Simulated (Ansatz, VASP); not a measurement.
Ga2Ge2O3 in VASP and in Ansatz

```xyz
7
Lattice="3.0141 0.0000 0.0000 -1.5070 2.6103 0.0000 0.0000 0.0000 14.7130" Properties=species:S:1:pos:R:3 pbc="T T T"
Ga    0.0000    1.7402    1.4166
Ga    1.5070    0.8701   13.2964
Ge    1.5070    0.8701    6.2305
Ge    0.0000    1.7402    8.4825
O     1.5070    0.8701    2.1705
O     0.0000    1.7402   12.5425
O     0.0000    0.0000    0.0000
```

Alike in both runs: task relaxation of cell and atoms; functional PBE; k mesh 12 × 12 × 2; occupations gaussian, width 0.1 eV; no spin polarisation.

|  | VASP | Ansatz |
| --- | --- | --- |
| version | VASP 6.6.1 | Ansatz 0.2.0 |
| potentials or method | VASP PAW PBE potentials, release 64 (Ga_d, Ge_d, O), cutoff 600 eV | scalar-relativistic, plane waves, PAW |
| valence electrons in the cell | 72 | 72 |

```tsv
	VASP	Ansatz	Ansatz less VASP
gap on the k mesh at the Fermi level, each at its own relaxed structure (eV)	none	none	-
relaxed volume (Å³/atom)	16.01	16.54	+0.528
relaxed cell length with the largest relative difference (Å)	14.212	14.713	+0.5010
```

A gap of «none» marks a metal or a gap that the smearing closes.
